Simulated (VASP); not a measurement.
InPd: single point with PBE

Crystal: InPd.

```xyz
2
Lattice="3.2499 0.0000 0.0000 0.0000 3.2499 0.0000 0.0000 0.0000 3.2499" Properties=species:S:1:pos:R:3 pbc="T T T"
In    0.0000    0.0000    0.0000
Pd    1.6250    1.6250    1.6250
```

```
Program                : VASP 6.6.1
Task                   : single point
Functional             : PBE
Potentials or basis    : VASP PAW PBE potentials, release 64 (In_d, Pd)
Cutoff                 : 520 eV
k mesh                 : 7 × 7 × 7
Occupations            : fermi-dirac, width 0.1 eV
Spin                   : no spin polarisation
Dipole correction      : no
Further INCAR settings : ALGO = Normal; EDIFF = 1e-07; NBANDS = 18
```

The pressure is 6.7 GPa.

Levels at points of the mesh, in eV from the Fermi level:
| k point | band 9 | band 10 | band 11 | band 12 | band 13 | band 14 |
| --- | --- | --- | --- | --- | --- | --- |
| (0.00, 0.00, 0.00) | -2.50 | -2.50 | -2.50 | 4.08 | 4.08 | 4.08 |

It took 15 s on 1 thread of Intel Xeon 6975P-C, on a shared host, peak memory 0.14 GiB.

Caveat: spin-orbit coupling is left out, which moves the levels of the heavy elements.
